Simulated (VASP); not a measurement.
Crystal: Ti2SeS.

```
CELL_PARAMETERS angstrom
1.89000 1.09119 6.17667
-1.89000 1.09119 6.17667
0.00000 -2.18238 6.17667
ATOMIC_POSITIONS crystal
Ti 0.25000 0.25000 0.25000
Ti 0.75000 0.75000 0.75000
Se 0.50000 0.50000 0.50000
S 0.00000 0.00000 0.00000
```

```yaml
Program: VASP 6.6.1
Task: relaxation of cell and atoms
Functional: PBE
Potentials_or_basis: VASP PAW PBE potentials, release 64 (Ti_sv, Se, S)
Cutoff: 600 eV
k_mesh: 4 × 4 × 4
Occupations: gaussian, width 0.15 eV
Spin: collinear spin
Starting_moments: "[1.0, 1.0, 0.0, 0.0] μB"
```

At the start: pressure -10.3 GPa; volume 19.11 Å³/atom.

Q: Where does the relaxation end?

A: Over 15 steps the energy falls by 241.8 meV/atom and the volume is 16.66 Å³/atom (-12.8 %); space group R-3m (No. 166, to 0.1 Å) before and after; moment 0.00 μB per cell.

Step by step:
| step | energy change (eV) | largest force (eV/Å) | pressure (GPa) | volume (Å³) |
| --- | --- | --- | --- | --- |
| 1 | 0.0000 | 0.6277 | -10.30 | 76.43 |
| 2 | -0.3833 | 1.0488 | 5.60 | 63.63 |
| 3 | -0.4192 | 0.9595 | 1.02 | 66.02 |
| 4 | -0.5144 | 0.9900 | 1.53 | 65.47 |
| 5 | -0.7758 | 0.8802 | 4.82 | 63.79 |
| 6 | 0.2266 | 3.2398 | 23.79 | 60.32 |
| 7 | -0.7634 | 0.7361 | 5.72 | 63.44 |
| 8 | -0.8227 | 0.4375 | 4.46 | 64.19 |
| 9 | -0.8775 | 0.1702 | 2.38 | 65.83 |
| 10 | -0.9040 | 0.0734 | 1.21 | 66.36 |
| 11 | -0.9390 | 0.2067 | -1.94 | 67.92 |
| 12 | -0.9562 | 0.1659 | -1.08 | 67.35 |
| 13 | -0.9665 | 0.1028 | 0.46 | 66.43 |
| 14 | -0.9664 | 0.1068 | 0.35 | 66.49 |
| 15 | -0.9674 | 0.0746 | 0.12 | 66.65 |

Final structure:
```
CELL_PARAMETERS angstrom
1.79594 1.03688 5.96515
-1.79594 1.03688 5.96515
0.00000 -2.07377 5.96515
ATOMIC_POSITIONS crystal
Ti 0.26710 0.26710 0.26710
Ti 0.73290 0.73290 0.73290
Se 0.50000 0.50000 0.50000
S 0.00000 0.00000 0.00000
```

Caveat: the k points lie up to 0.51 Å⁻¹ apart in the final cell, too coarse for converged energies and pressures of a metal; the relaxation stopped at a loose force limit of 0.08 eV/Å, so its end isn't a converged minimum.
